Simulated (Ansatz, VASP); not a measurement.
**Sn3Se in VASP and in Ansatz**

POSCAR

```
Sn3Se
1.0
    0.0000000000      3.7822638705      3.7822638705
    3.7822638705      0.0000000000      3.7822638705
    3.7822638705      3.7822638705      0.0000000000
Sn Se
3 1
Direct
    0.5000000000      0.5000000000      0.5000000000
    0.7500000000      0.7500000000      0.7500000000
    0.2500000000      0.2500000000      0.2500000000
    0.0000000000      0.0000000000      0.0000000000
```

Contents of INCAR.step1:

```
PREC = Accurate ; ENCUT = 520
ISMEAR = -1 ; SIGMA = 0.05
LREAL = F ; LASPH = T
NELM = 60 ; NBANDS = 32
GGA = PE ; ALGO = Normal
EDIFF = 1E-4 ; LWAVE = T
LCHARG = F
```

Contents of INCAR.step2:

```
PREC = Accurate ; ENCUT = 520
EDIFF = 1E-7 ; ISMEAR = -1
SIGMA = 0.05 ; LREAL = F
LASPH = T ; NELM = 60
ALGO = Normal ; ISIF = 2
LWAVE = F ; LCHARG = T
METAGGA = R2SCAN ; LMIXTAU = T
LELF = T ; LVHAR = T
NBANDS = 32 ; ISTART = 1
```

Contents of KPOINTS:

```
Automatic mesh
0
Gamma
  6 6 6
```

File input.yaml:

```yaml
crystal:
  lattice:
    - [0.0, 3.7822638705, 3.7822638705]
    - [3.7822638705, 0.0, 3.7822638705]
    - [3.7822638705, 3.7822638705, 0.0]
  atoms:
    - { symbol: Sn, position: [0.5, 0.5, 0.5] }
    - { symbol: Sn, position: [0.75, 0.75, 0.75] }
    - { symbol: Sn, position: [0.25, 0.25, 0.25] }
    - { symbol: Se, position: [0.0, 0.0, 0.0] }
hamiltonian:
  xc: r2scan
  pseudopotentials: { kind: paw }
kpoints:
  mp_grid: { grid: [6, 6, 6] }
scf:
  occupations: { method: fermi_dirac, width: 0.05 }
output:
  forces: true
  stress: true
  eigenvalues: true
  write_density: true
  write_potential: true
  elf: true
  volumetric_format: npy
```

Alike in both runs: task single point; functional r2SCAN; k mesh 6 × 6 × 6; occupations fermi-dirac, width 0.05 eV; no spin polarisation.

```csv
,VASP,Ansatz
version,VASP 6.6.1,Ansatz 0.2.0
potentials or method,"VASP PAW PBE potentials, release 64 (Sn_d, Se)",Ansatz PAW
plane-wave cutoff (eV),520,500
valence electrons in the cell,48,58
```

```tsv
	VASP	Ansatz	Ansatz less VASP
gap on the k mesh at the Fermi level (eV)	none	none	-
pressure (GPa)	-3.1	-3.0	+0.02
```

VASP's potentials were made for PBE, not for r2SCAN. A gap of «none» marks a metal or a gap that the smearing closes. VASP's potentials hold 48 valence electrons a cell and Ansatz's 58, so a difference there can come from the potentials and not from the codes.
